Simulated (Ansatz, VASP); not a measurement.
# One calculation of Co, two programs

File INCAR:

```
PREC = Accurate ; ENCUT = 520
EDIFF = 1E-7 ; ISMEAR = -1
SIGMA = 0.05 ; LREAL = F
LASPH = T ; NELM = 150
ALGO = Normal ; ISIF = 2
LWAVE = F ; LCHARG = T
ISPIN = 2 ; MAGMOM = 1.754
LORBIT = 11 ; LMAXMIX = 4
GGA = PS ; LELF = T
LVHAR = T ; NBANDS = 14
```

File KPOINTS:

```
Automatic mesh
0
Gamma
  15 15 15
```

Contents of POSCAR:

```
Co
1.0
    2.2645618935      0.0000000000      0.0000000000
    0.0000000000      2.2645618935      0.0000000000
    0.0000000000      0.0000000000      2.2645618935
Co
1
Direct
    0.0000000000      0.0000000000      0.0000000000
```

Input for Ansatz:

```yaml
crystal:
  lattice:
    - [2.2645618935, 0.0, 0.0]
    - [0.0, 2.2645618935, 0.0]
    - [0.0, 0.0, 2.2645618935]
  atoms:
    - { symbol: Co, position: [0.0, 0.0, 0.0], spin: 1.754 }
hamiltonian:
  xc: pbesol
  pseudopotentials:
    kind: paw
    azcp:
      Co: "pseudopotentials/Co.paw.azcp"
basis:
  ecutwfc: 420
  fft_grid_basis: typed
kpoints:
  mp_grid: { grid: [15, 15, 15], shift: [0, 0, 0] }
magnetization:
  spin_polarized: true
scf:
  occupations: { method: fermi_dirac, width: 0.05 }
  lower_state_search: "off"
output:
  stress: true
```

Alike in both runs: task single point; functional PBEsol; k mesh 15 × 15 × 15; occupations fermi-dirac, width 0.05 eV; collinear spin.

|  | VASP | Ansatz |
| --- | --- | --- |
| version | VASP 6.6.1 | Ansatz 0.2.0 |
| potentials or method | VASP PAW PBE potentials, release 64 (Co), cutoff 520 eV | plane waves (420 eV) with PAW, scalar-relativistic |
| valence electrons in the cell | 9 | 17 |

```csv
,VASP,Ansatz,Ansatz less VASP
pressure (GPa),5.7,6.8,+1.10
net moment per atom (μB),1.67,1.68,+0.015
size of the moment on the site where the two differ most (μB),1.66,1.68,+0.017
```

VASP's potentials were made for PBE, not for PBEsol, and Ansatz warns of the same on its side. Site moments also hang on the region over which each program counts them. The functional is the same, so the differences come from potentials, cutoffs and numerics. VASP's potentials hold 9 valence electrons a cell and Ansatz's 17, so a difference there can come from the potentials and not from the codes.
